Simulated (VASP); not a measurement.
# Sn5PbS6: single point with PBE

Sn5PbS6:

```
Sn Pb S
1.0
     4.15510    0.00000    0.00000
     0.00000    4.15510    0.00000
     0.00000    0.00000   17.63158
Sn Pb S
5 1 6
Direct
  0.00000 0.00000 0.66585
  0.50000 0.50000 0.83142
  0.50000 0.50000 0.16858
  0.00000 0.00000 0.33415
  0.50000 0.50000 0.50000
  0.00000 0.00000 0.00000
  0.00000 0.00000 0.82949
  0.50000 0.50000 0.00000
  0.00000 0.00000 0.17051
  0.50000 0.50000 0.33364
  0.00000 0.00000 0.50000
  0.50000 0.50000 0.66636
```

```yaml
Program: VASP 6.6.1
Task: single point
Functional: PBE
Potentials_or_basis: VASP PAW PBE potentials, release 64 (Sn_d, Pb_d, S)
Cutoff: 520 eV
k_mesh: 4 × 4 × 1
Occupations: gaussian, width 0.1 eV
Spin: no spin polarisation
Dipole_correction: no
Further_INCAR_settings: ALGO = Normal; EDIFF = 1e-06; NBANDS = 72
```

- Pressure: -0.1 GPa
- Largest force: 0.060 eV/Å
- Band gap on the k mesh: 0.45 eV, direct

Forces in eV/Å, atoms in the order of the input:
```
Sn   0.000  0.000  0.024
Sn   0.000  0.000  0.010
Sn   0.000  0.000 -0.010
Sn   0.000  0.000 -0.024
Sn   0.000  0.000  0.000
Pb   0.000  0.000  0.000
S    0.000  0.000 -0.060
S    0.000  0.000  0.000
S    0.000  0.000  0.060
S    0.000  0.000  0.002
S    0.000  0.000  0.000
S    0.000  0.000 -0.002
```

Stress tensor (GPa, compression positive):
```
 0.74  0.00  0.00
 0.00  0.74  0.00
 0.00  0.00 -1.64
```

Levels at points of the mesh, in eV from the valence-band top:
```csv
k point,band 58,band 59,band 60,band 61,band 62,band 63
"(0.00, 0.00, 0.00)",-2.41,-1.14,-1.10,1.93,2.07,3.25
"(0.50, 0.00, 0.00)",-0.08,-0.02,0.00,0.45,0.46,0.47
"(0.50, 0.50, 0.00)",-1.88,-1.84,-1.74,2.74,2.81,2.87
```

It took 2.4 min on 1 thread of AMD EPYC 7R13 Processor (Zen 3), with other jobs on the host, peak memory 0.39 GiB.

Caveat: spin-orbit coupling is left out, which moves the levels of the heavy elements. A k mesh can miss the band edges.
